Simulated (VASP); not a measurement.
Write the native input for VASP 6.6.1 that does the following.

```
Task                   : electric field gradients
Functional             : LDA
Potentials or basis    : VASP PAW LDA potentials, release 64 (Zn, Se)
Cutoff                 : 520 eV
k mesh                 : 8 × 8 × 8
Occupations            : fermi-dirac, width 0.03 eV
Spin                   : no spin polarisation
Dipole correction      : no
Further INCAR settings : ALGO = Normal; EDIFF = 1e-08; NBANDS = 16
```

The structure of ZnSe lies in POSCAR:

```
ZnSe
1.0
    0.0000000000      2.8618592506      2.8618592506
    2.8618592506      0.0000000000      2.8618592506
    2.8618592506      2.8618592506      0.0000000000
Zn Se
1 1
Direct
    0.0000000000      0.0000000000      0.0000000000
    0.7500000000      0.7500000000      0.7500000000
```

These files were run (other wordings do the same):

INCAR

```
SYSTEM = ZnSe
PREC     = Accurate       ! precision mode
ENCUT    = 520            ! plane-wave cutoff, eV
EDIFF    = 1E-8           ! SCF threshold, eV
ISMEAR   = -1             ! smearing method
SIGMA    = 0.03           ! smearing width, eV
LREAL    = .False.        ! projectors in reciprocal space
LASPH    = .True.         ! aspherical terms in the spheres
NELM     = 80             ! most SCF steps
ALGO     = Normal         ! electronic algorithm
ISIF     = 2              ! what is computed and relaxed
LWAVE    = .False.        ! write WAVECAR
LCHARG   = .False.        ! write CHGCAR
GGA      = CA             ! functional
LEFG     = .True.       
NBANDS   = 16             ! bands
```

KPOINTS

```
Automatic mesh
0
Gamma
  8 8 8
  0 0 0
```

Potentials or basis: VASP PAW LDA potentials, release 64 (Zn, Se).

The run is started by

```bash
$ cat potpaw_LDA.64/Zn/POTCAR potpaw_LDA.64/Se/POTCAR > POTCAR
$ mpirun -np 1 vasp_std > vasp.out
```

Results of the run:

- Pressure: -4.7 GPa
- Band gap on the k mesh: 0.95 eV
- Largest electric field gradient by atom: zero within the noise of the run

Caveat: the cell stands under tension.

Wall time 36 s on 1 thread of Intel Xeon 8259CL (shared host), peak memory 0.16 GiB.
